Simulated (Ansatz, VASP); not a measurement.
**Co: VASP beside Ansatz**

Contents of INCAR:

```
SYSTEM = Co
PREC     = Accurate       ! precision mode
ENCUT    = 600            ! plane-wave cutoff, eV
EDIFF    = 1E-6           ! SCF threshold, eV
ISMEAR   = -1             ! smearing method
SIGMA    = 0.1            ! smearing width, eV
LREAL    = .False.        ! projectors in reciprocal space
LASPH    = .True.         ! aspherical terms in the spheres
NELM     = 200            ! most SCF steps
ALGO     = Normal         ! electronic algorithm
ISIF     = 2              ! what is computed and relaxed
LWAVE    = .False.        ! write WAVECAR
LCHARG   = .False.        ! write CHGCAR
ISPIN    = 2              ! spin polarisation
MAGMOM   = 2.01           ! initial moments
LORBIT   = 11             ! projections on sites
LMAXMIX  = 4              ! l up to which the mixer works
GGA      = PE             ! functional
NBANDS   = 14             ! bands
GGA_COMPAT= .False.
```

Contents of KPOINTS:

```
regular mesh
0
Gamma
  8 8 8
  0 0 0
```

The input POSCAR:

```
Co
1.0
   -1.3570000000      1.3570000000      1.3570000000
    1.3570000000     -1.3570000000      1.3570000000
    1.3570000000      1.3570000000     -1.3570000000
Co
1
Direct
    0.0000000000      0.0000000000      0.0000000000
```

Input for Ansatz:

```yaml
crystal:
  lattice:
    - [-1.357, 1.357, 1.357]
    - [1.357, -1.357, 1.357]
    - [1.357, 1.357, -1.357]
  atoms:
    - { symbol: Co, position: [0, 0, 0] }
kpoints:
  mp_grid: { grid: [8, 8, 8], shift: [0, 0, 0] }
hamiltonian:
  xc: pbe
  pseudopotentials: { kind: paw }
magnetization:
  spin_polarized: true
scf:
  occupations: { method: fermi_dirac }
```

Alike in both runs: task single point; functional PBE; k mesh 8 × 8 × 8; collinear spin.

|  | VASP | Ansatz |
| --- | --- | --- |
| version | VASP 6.6.1 | Ansatz 0.2 development build |
| potentials or method | VASP PAW PBE potentials, release 64 (Co) | PAW hard, scalar-relativistic |
| plane-wave cutoff (eV) | 600 | 900 |
| occupations | fermi-dirac, width 0.1 eV | fermi-dirac |

```csv
,VASP,Ansatz,Ansatz less VASP
net moment per atom (μB),1.76,1.78,+0.018
size of the moment on the site where the two differ most (μB),1.76,1.82,+0.063
```

Site moments also hang on the region over which each program counts them. Ansatz's warnings: negative dielectric reading.

The k mesh is coarse, so the values compare programs but aren't converged.
